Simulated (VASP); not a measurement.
# P in VASP: notebook, part 2 of 2

VASP 6.6.1. Earlier steps stand in the parts before.

### Step 4. Single point, PBE (uniaxial strain along c: -1.5 %)

The input, INCAR:

```
SYSTEM = P
ALGO     = Normal         ! electronic algorithm
EDIFF    = 1E-6           ! SCF threshold, eV
ENCUT    = 520            ! plane-wave cutoff, eV
GGA      = PE             ! functional
ISIF     = 2              ! what is computed and relaxed
ISMEAR   = 0              ! smearing method
LASPH    = .TRUE.         ! aspherical terms in the spheres
LCHARG   = .FALSE.        ! write CHGCAR
LREAL    = .FALSE.        ! projectors in reciprocal space
LWAVE    = .FALSE.        ! write WAVECAR
NBANDS   = 18             ! bands
NELM     = 60             ! most SCF steps
PREC     = Accurate       ! precision mode
SIGMA    = 0.02           ! smearing width, eV
```

The input, KPOINTS:

```
k-points
0
G
  8 1 6
  0 0 0
```

The input, POSCAR:

```
P
1.0
    3.3155062563      0.0000000000      0.0000000000
    0.0000000000     34.9937016031      0.0000000000
    0.0000000000      0.0000000000      4.5654448652
P
4
Direct
    0.0000000000      0.9698087035      0.5891473190
    0.0000000000      0.0301912965      0.4108526810
    0.5000000000      0.0301912965      0.0891473190
    0.5000000000      0.9698087035      0.9108526810
```

Potentials or basis: VASP PAW PBE potentials, release 64 (P).

Started as:

```sh
cat potpaw_PBE.64/P/POTCAR > POTCAR
mpirun -np 1 vasp_std > vasp.out
```

OUTCAR:

```text
SYSTEM = P
   EDIFF = 1E-6
   ENCUT = 520
   GGA = PE
   ISIF = 2
   ISMEAR = 0
   LASPH = .TRUE.
   LREAL = .FALSE.
   NELM = 60
   PREC = Accurate

 ion  position               nearest neighbor table
   1  0.000  0.970  0.589-   4 2.21   4 2.21   2 2.26
   2  0.000  0.030  0.411-   3 2.21   3 2.21   1 2.26
   3  0.500  0.030  0.089-   2 2.21   2 2.21   4 2.26
   4  0.500  0.970  0.911-   1 2.21   1 2.21   3 2.26

  LATTYP: Found a simple orthorhombic cell.
 ALAT       =     3.3155062563
 B/A-ratio  =     1.3769978134
 C/A-ratio  =    10.5545575541

  Lattice vectors:

 A1 = (  -3.3155062563,   0.0000000000,   0.0000000000)
 A2 = (   0.0000000000,   0.0000000000,   4.5654448652)
 A3 = (   0.0000000000,  34.9937016031,   0.0000000000)

Analysis of symmetry for initial positions (statically):
=====================================================================
 Subroutine PRICEL returns:
 Original cell was already a primitive cell.

 Routine SETGRP: Setting up the symmetry group for a
 simple orthorhombic supercell.
[... 166 lines left out ...]

  energy without entropy =      -21.46379458  energy(sigma->0) =      -21.46379458

 E-fermi :  -3.2881     XC(G=0):  -1.7740

 val. band max:       -3.3861542550   @ k =   0.0000   0.0000   0.0000
 cond. band min:      -2.5691135962   @ k =   0.0000   0.0000   0.0000
 fundamental gap:      0.8170406588
 Fermi energy:        -3.2881468356

 k-point     1 :       0.0000    0.0000    0.0000
  band No.  band energies     occupation
      1     -18.4031      2.00000
      2     -15.9494      2.00000
      3     -12.4775      2.00000
      4      -9.0965      2.00000
      5      -8.0592      2.00000
      6      -7.8959      2.00000
[... 397 lines left out ...]
      5      -8.3653      2.00000
      6      -8.3653      2.00000
[... 10 lines left out ...]
     17       2.9583      0.00000
     18       2.9583      0.00000

------------------------ aborting loop because EDIFF is reached ----------------------------------------

  FORCE on cell =-STRESS in cart. coord.  units (eV):
  Direction    XX          YY          ZZ          XY          YZ          ZX
  --------------------------------------------------------------------------------------
  -------------------------------------------------------------------------------------
  Total       -0.0984145     -0.2780935      0.6274009      0.0000000      0.0000000      0.0000000
  in kB       -0.2976780     -0.8411600      1.8977234      0.0000000      0.0000000      0.0000000
  external PRESSURE =       0.2529618 kB  Pullay stress =       0.0000000 kB

 VOLUME and BASIS-vectors are now :
 -----------------------------------------------------------------------------
  energy-cutoff  :      520.00
  volume of cell :      529.69
      direct lattice vectors                 reciprocal lattice vectors
     3.315506256  0.000000000  0.000000000     0.301613064  0.000000000  0.000000000
     0.000000000 34.993701603  0.000000000     0.000000000  0.028576571  0.000000000
     0.000000000  0.000000000  4.565444865     0.000000000  0.000000000  0.219036705

 POSITION                                       TOTAL-FORCE (eV/Angst)
 -----------------------------------------------------------------------------------
      0.00000     33.93720      2.68972        -0.000000      0.062652     -0.178760
      0.00000      1.05651      1.87573        -0.000000     -0.062652      0.178760
      1.65775      1.05651      0.40700         0.000000     -0.062652     -0.178760
      1.65775     33.93720      4.15845        -0.000000      0.062652      0.178760
 -----------------------------------------------------------------------------------
    total drift:                                0.000000      0.000000     -0.000000

  FREE ENERGIE OF THE ION-ELECTRON SYSTEM (eV)
  ---------------------------------------------------
  free  energy   TOTEN  =       -21.4637945769 eV

  energy  without entropy=      -21.4637945769  energy(sigma->0) =      -21.46379458
```

OSZICAR:

```text
N       E                     dE             d eps       ncg     rms          rms(c)
DAV:   1     0.137328370333E+03    0.13733E+03   -0.54783E+03   720   0.720E+02
DAV:   2    -0.312338573093E+01   -0.14045E+03   -0.12944E+03  1222   0.127E+02
DAV:   3    -0.212659652162E+02   -0.18143E+02   -0.18059E+02  1016   0.566E+01
[... 13 lines left out ...]
DAV:  17    -0.214637557721E+02   -0.23165E-04   -0.40063E-07   802   0.256E-03    0.142E-03
DAV:  18    -0.214637848909E+02   -0.29119E-04   -0.88884E-07   706   0.271E-03    0.211E-03
DAV:  19    -0.214637872298E+02   -0.23389E-05   -0.30145E-08   784   0.684E-04    0.139E-03
DAV:  20    -0.214637943435E+02   -0.71137E-05   -0.27951E-07   668   0.138E-03    0.197E-03
DAV:  21    -0.214637945769E+02   -0.23345E-06   -0.73224E-09   752   0.379E-04
   1 F= -.21463795E+02 E0= -.21463795E+02  d E =-.875436E-14
```

stdout:

```text
POSCAR found type information on POSCAR P
 POSCAR found :  1 types and       4 ions
 scaLAPACK will be used
 LDA part: xc-table for (Slater+PW92), standard interpolation
 POSCAR, INCAR and KPOINTS ok, starting setup
 FFT: planning ... GRIDC
 FFT: planning ... GRID_SOFT
 FFT: planning ... GRID
 WAVECAR not read
 entering main loop
```

Run time: 3.5 min. Hardware: 1 thread of Intel Xeon Platinum 8488C (Sapphire Rapids), shared host; peak memory 0.63 GiB.

Results:

* Free energy: -21.4638 eV
* Largest force: 0.189 eV/Å
* Band gap on the k mesh: 0.82 eV

Forces on the atoms (eV/Å):
```
P    0.000  0.063 -0.179
P    0.000 -0.063  0.179
P    0.000 -0.063 -0.179
P    0.000  0.063  0.179
```

Caveat: the cell differs from its parent crystal (uniaxial strain along c: -1.5 %); there is no dipole correction, which matters where the two faces differ.

### Step 5. The runs side by side

```csv
cell,gap on the mesh (eV),largest force (eV/Å)
"a = 3.328, b = 35.124, c = 4.496 Å, 4 atoms, atomic positions A",0.76,0.19
"a = 3.312, b = 34.995, c = 4.565 Å, 4 atoms, atomic positions A",0.88,0.05
"a = 3.316, b = 34.994, c = 4.565 Å, 4 atoms, atomic positions B",0.82,0.19
```

Alike in all rows: task single point; level PBE; potentials or basis VASP PAW PBE potentials, release 64 (P); no spin polarisation; k mesh 8 × 1 × 6; cutoff (eV) 520; smearing gaussian 0.02 eV.

Caveats: there is no dipole correction, which matters where the two faces differ; semilocal functionals underestimate gaps, and a narrow one can read as zero (at least some runs).

Total energies depend on the potentials used, so only differences within one code and one set of settings carry meaning.
